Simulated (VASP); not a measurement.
Wanted: the native input for a VASP 6.6.1 run.

- Task: single point
- Functional: PBEsol
- Potentials or basis: VASP PAW PBE potentials, release 64 (Pb_d)
- Cutoff: 520 eV
- k mesh: 14 × 14 × 8
- Occupations: fermi-dirac, width 0.08 eV
- Spin: no spin polarisation
- Dipole correction: no
- Further INCAR settings: ALGO = Normal; EDIFF = 1e-06; NBANDS = 21

The structure of Pb lies in POSCAR:

```
Pb
1.0
    3.4800006906      0.0348000069      0.0348000069
   -1.7098626553      2.9963689998      0.0127376866
    0.0559000000      0.0559000000      5.5900000000
Pb
2
Direct
    0.3333333333      0.6666666667      0.2500000000
    0.6666666667      0.3333333333      0.7500000000
```

This cell differs from its parent crystal: equal xy, yz and zx shear strains of +2 %.

These files were run (other wordings do the same):

INCAR

```
ALGO = Normal ; EDIFF = 1E-6
ENCUT = 520 ; GGA = PS
ISIF = 2 ; ISMEAR = -1
LASPH = T ; LCHARG = F
LREAL = F ; LWAVE = F
NBANDS = 21 ; NELM = 100
PREC = Accurate ; SIGMA = 0.08
```

KPOINTS

```
k-points
0
Gamma
  14 14 8
```

Potentials or basis: VASP PAW PBE potentials, release 64 (Pb_d).

The run is started by

```console
$ cat potpaw_PBE.64/Pb_d/POTCAR > POTCAR
$ mpirun -np 1 vasp_std > vasp.out
```

Results of the run:

```yaml
Pressure: 1.0 GPa
Largest_force: 0.007 eV/Å
Band_gap_on_the_k_mesh: zero (bands 14 and 15 overlap by 7.36 eV)
```

Caveat: the cell differs from its parent crystal (equal xy, yz and zx shear strains of +2 %); the PAW data sets were made with another functional, which shifts forces and pressure a little; spin-orbit coupling is left out, which moves the levels of the heavy elements.

Run time: 4.7 min on 1 thread of Intel(R) Xeon(R) Platinum 8559C (Emerald Rapids), with other jobs on the host, peak memory 0.77 GiB.
